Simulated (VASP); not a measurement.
Input of a VASP 6.6.1 run:

Contents of INCAR:

```
PREC     = Accurate       # precision mode
ENCUT    = 520            # plane-wave cutoff, eV
EDIFF    = 1E-6           # SCF threshold, eV
ISMEAR   = -1             # smearing method
SIGMA    = 0.05           # smearing width, eV
LREAL    = F              # projectors in reciprocal space
LASPH    = T              # aspherical terms in the spheres
NELM     = 100            # most SCF steps
ALGO     = Normal         # electronic algorithm
ISIF     = 2              # what is computed and relaxed
LWAVE    = F              # write WAVECAR
LCHARG   = F              # write CHGCAR
GGA      = PE             # functional
NBANDS   = 9              # bands
```

The input KPOINTS:

```
Automatic mesh
0
Gamma
  18 18 10
```

File POSCAR:

```
Mg
1.0
    3.1986355953      0.0000000000      0.0000000000
   -1.5993177977      2.7700996830      0.0000000000
    0.0000000000      0.0000000000      5.1789881039
Mg
2
Direct
    0.3333333333      0.6666666667      0.2500000000
    0.6666666667      0.3333333333      0.7500000000
```

Potentials or basis: VASP PAW PBE potentials, release 64 (Mg).

The run is started by

```bash
$ cat potpaw_PBE.64/Mg/POTCAR > POTCAR
$ mpirun -np 1 vasp_std > vasp.out
```

Question: What does it give for the pressure?

Answer: -0.1 GPa.

Question: What does it give for the band gap on the k mesh?

Answer: Zero (band 2 reaches 3.63 eV, above the bottom of band 3 at 1.42 eV).
